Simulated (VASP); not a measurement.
# H6C2O in VASP: notebook, part 2 of 2

VASP 6.6.1. The steps go on from the part before.

### Step 4. Single point, PBEsol

Contents of INCAR:

```
  PREC = Accurate
  ENCUT = 520
  EDIFF = 1E-6
  ISMEAR = -1
  SIGMA = 0.05
  LREAL = Auto
  LASPH = T
  NELM = 80
  ALGO = Normal
  ISIF = 2
  LWAVE = F
  LCHARG = T
  GGA = PS
  LELF = T
  LVHAR = T
  NBANDS = 64
```

Contents of KPOINTS:

```
regular mesh
0
Gamma
  1 1 1
```

Contents of POSCAR:

```
H6C2O
1.0
    7.2936330000      0.0000000000      0.0000000000
    0.0000000000      7.2936330000      0.0000000000
    0.0000000000      0.0000000000      7.2936330000
C O H
8 4 24
Direct
    0.6455082124      0.5853187294      0.8909414554
    0.5809450517      0.7464181431      1.0128285862
    0.0951789047      0.2591438313      0.7398233500
    0.1016503024      0.1006220083      0.8769703658
    0.2011069106      0.6663620174      0.4890018459
    0.0229926567      0.6276981581      0.3923284871
    0.6362535653      0.1503914442      0.2815880645
    0.4882203423      0.2622835561      0.3789880845
    0.4895365588      0.6829381188      1.1709528023
    0.2847963422      0.0689779702      0.9274390417
    0.0103926260      0.4326650381      0.3660589997
    0.3133829190      0.2204114191      0.2981093236
    0.3550493972      0.7008304366      1.1643031669
    0.6943590389      0.8324520853      1.0581557915
    0.4886727917      0.8183164686      0.9181981051
    0.6541321725      0.6243116428      0.7520806161
    0.7892363106      0.5386890182      0.9092450909
    0.5569789431      0.4591401843      0.9031027473
    0.3068978107      0.1225452391      1.0473107161
    0.0136557460      0.1488284371      1.0014213767
    0.0372242475     -0.0220740473      0.8121467038
   -0.0591474784      0.2830139657      0.7129917285
    0.1624978937      0.3860901693      0.7918550330
    0.1683797361      0.2139537320      0.6086678614
   -0.0982912082      0.4016516872      0.4279348851
   -0.0935747658      0.6771111187      0.4741806998
    0.0270372803      0.6893958059      0.2533305419
    0.2309959934      0.8170962263      0.4885082647
    0.1934426917      0.6218848686      0.6320992570
    0.3196349474      0.5896375647      0.4197907956
    0.2033554471      0.2922823235      0.3413388088
    0.4810908364      0.2180943297      0.5207418580
    0.5295577663      0.4091102473      0.3634402773
    0.7545485220      0.1687773432      0.3834303152
    0.6168256615      0.0034687789      0.2602132572
    0.6937420624      0.2143102073      0.1597009337
```

The run is started by

```sh
> cat potpaw_PBE.64/C/POTCAR potpaw_PBE.64/O/POTCAR potpaw_PBE.64/H/POTCAR > POTCAR
> mpirun -np 1 vasp_gam > vasp.out
```

It took 47 s on 1 thread of Intel Xeon Platinum 8488C (Sapphire Rapids), shared host; peak memory 0.35 GiB.

The run converged. Its results:

- Free energy: -189.0885 eV
- Pressure: -0.5 GPa
- Largest force: 2.509 eV/Å
- Band gap on the k mesh: 4.55 eV

Forces in eV/Å, atoms in the order of the input:
```
C    0.673 -1.115  1.433
C   -0.313 -1.419 -1.381
C   -0.863 -0.718 -0.835
C   -0.793  1.672  0.741
C    0.937  0.407 -0.326
C    1.114 -0.144 -0.424
C    1.471  0.967  1.787
C   -0.505 -0.628 -1.394
O   -0.847 -0.007  0.697
O    0.142 -0.885 -0.418
O    0.719  0.609 -0.775
O   -0.352  0.159 -0.481
H    0.916  0.088 -0.238
H    0.317  0.307 -0.141
H   -0.181  0.764  0.459
H   -0.483  0.625 -1.779
H   -0.107 -0.035  0.734
H    0.238  0.781 -0.013
H    0.064  0.385  0.877
H    0.752 -0.825 -0.936
H    0.230  0.073  0.332
H    1.347  0.109 -0.064
H   -0.309 -0.404 -0.003
H   -0.668  0.482  0.890
H   -1.445 -1.068  0.723
H   -0.208  0.128 -0.210
H   -0.373  0.192  0.172
H    0.028 -0.523 -0.042
H    0.098 -0.080  0.172
H   -0.925  0.734  0.591
H    0.878  0.031 -0.051
H    0.141  0.123  0.828
H   -0.408 -0.203  0.175
H   -0.505 -0.627 -0.691
H   -0.457 -0.135  0.196
H   -0.322  0.181 -0.607
```

Stress tensor (GPa, compression positive):
```
-1.58  0.26  0.73
 0.26 -0.55 -1.88
 0.73 -1.88  0.73
```

Levels at points of the mesh, in eV from the valence-band top:
| k point | band 37 | band 38 | band 39 | band 40 | band 41 | band 42 | band 43 | band 44 |
| --- | --- | --- | --- | --- | --- | --- | --- | --- |
| (0.00, 0.00, 0.00) | -0.92 | -0.36 | -0.24 | 0.00 | 4.55 | 5.71 | 6.16 | 6.49 |

Caveat: the k points lie up to 0.86 Å⁻¹ apart; the PAW data sets were made with another functional, which shifts forces and pressure a little.

### Step 5. Single point, PBEsol

INCAR: that of step 4 with these lines changed.

```diff
@@ -2,3 +2,3 @@
   ENCUT = 520
-  EDIFF = 1E-6
+  EDIFF = 1E-7
   ISMEAR = -1
@@ -7,3 +7,3 @@
   LASPH = T
-  NELM = 80
+  NELM = 60
   ALGO = Normal
```

KPOINTS is that of step 4.

Contents of POSCAR:

```
H6C2O
1.0
    7.2936330000      0.0000000000      0.0000000000
    0.0000000000      7.2936330000      0.0000000000
    0.0000000000      0.0000000000      7.2936330000
C O H
8 4 24
Direct
    0.7020781002      0.5455031807      0.9066263685
    0.6522401113      0.7384248700      0.9811297059
    0.0614234360      0.2288845627      0.7794332399
    0.0936158976      0.0709111632      0.9110000462
    0.1530512983      0.6859818694      0.5290093428
   -0.0055802095      0.6247503816      0.4115507320
    0.6347865323      0.1851066540      0.2810259304
    0.4589345255      0.2689057703      0.3699939385
    0.5096088602      0.7276757687      1.1047169497
    0.2817800128      0.0552399607      0.9501300655
    0.0306294545      0.4366822405      0.3439986629
    0.2878400929      0.2233866168      0.2648063043
    0.4476507112      0.8441335066      1.1107358980
    0.7768967811      0.7799268211      1.0462275796
    0.6129318544      0.8536349443      0.8846482953
    0.8414050995      0.5465863171      0.8590094950
    0.6714623563      0.4481442924      1.0237970570
    0.5971783883      0.5065788202      0.7964343695
    0.3059380695      0.1306070651      1.0632698410
    0.0126822943      0.0839088010      1.0377681465
    0.0447102288     -0.0563779395      0.8604628174
   -0.0812626574      0.2268416851      0.7142531027
    0.0606008007      0.3667171079      0.8436399254
    0.1476630371      0.2292958804      0.6516779772
    0.0280381533      0.3386789546      0.4421527653
   -0.1357485357      0.6176482968      0.4900027188
   -0.0169737084      0.7077679944      0.2849471587
    0.1208314156      0.8161639062      0.5982752354
    0.1862720540      0.5794231764      0.6302757487
    0.2821501987      0.7065614626      0.4470885771
    0.2222349274      0.3385692699      0.2483261771
    0.4381904052      0.2144610237      0.5058247378
    0.4623621726      0.4206545627      0.3690204868
    0.7496538419      0.2398804546      0.3669776091
    0.6369116735      0.0361548216      0.2744585586
    0.6822114576      0.2231535368      0.1463193994
```

The run is started by

```sh
> cat potpaw_PBE.64/C/POTCAR potpaw_PBE.64/O/POTCAR potpaw_PBE.64/H/POTCAR > POTCAR
> mpirun -np 1 vasp_gam > vasp.out
```

It took 53 s on 1 thread of Intel Xeon Platinum 8488C (Sapphire Rapids), shared host; peak memory 0.35 GiB.

The run converged. Its results:

| Quantity | Value |
| --- | --- |
| Free energy | -189.1371 eV |
| Pressure | -0.4 GPa |
| Largest force | 3.217 eV/Å |
| Band gap on the k mesh | 4.70 eV |

Forces on the atoms (eV/Å):
```
C   -3.174  0.522  0.020
C    0.164  0.046 -1.484
C   -1.776  0.432 -1.337
C    0.523  1.220  0.204
C    0.605  0.248 -0.396
C    0.479 -1.601 -0.008
C   -0.105  0.830  1.627
C   -0.417 -0.200 -2.771
O   -0.847 -1.064  1.362
O    0.614 -0.253  0.263
O   -0.389  0.084  0.405
O    1.959 -0.746  0.478
H   -0.542  0.561 -0.239
H    1.180  0.785  0.854
H    0.543 -0.961 -0.318
H    0.647 -0.338 -0.280
H    0.672  0.548 -0.697
H    1.053  0.119  0.564
H   -0.135 -0.038  0.036
H   -0.107  0.515  0.290
H   -0.310 -1.338 -1.019
H    0.535 -0.321  0.687
H    0.541 -0.287  0.062
H    0.311 -0.221  0.873
H   -0.016  1.439 -0.655
H    0.045  0.356 -0.202
H   -0.258 -0.136  0.249
H    0.095 -0.001  0.124
H   -0.114  0.088  0.277
H   -0.624 -0.030  0.177
H   -0.614  0.549  0.184
H    0.102 -0.222  0.804
H    0.378 -0.161  0.235
H   -0.302 -0.616 -0.058
H   -0.137 -0.553  0.550
H   -0.580  0.745 -0.862
```

Stress tensor (GPa, compression positive):
```
-0.47  0.37  0.01
 0.37 -0.77  0.73
 0.01  0.73  0.10
```

Levels at points of the mesh, in eV from the valence-band top:
```
           k point  band 37  band 38  band 39  band 40  band 41  band 42  band 43  band 44
(0.00, 0.00, 0.00)    -1.05    -0.45    -0.13     0.00     4.70     5.90     6.05     6.43
```

Caveat: the k points lie up to 0.86 Å⁻¹ apart; the PAW data sets were made with another functional, which shifts forces and pressure a little.
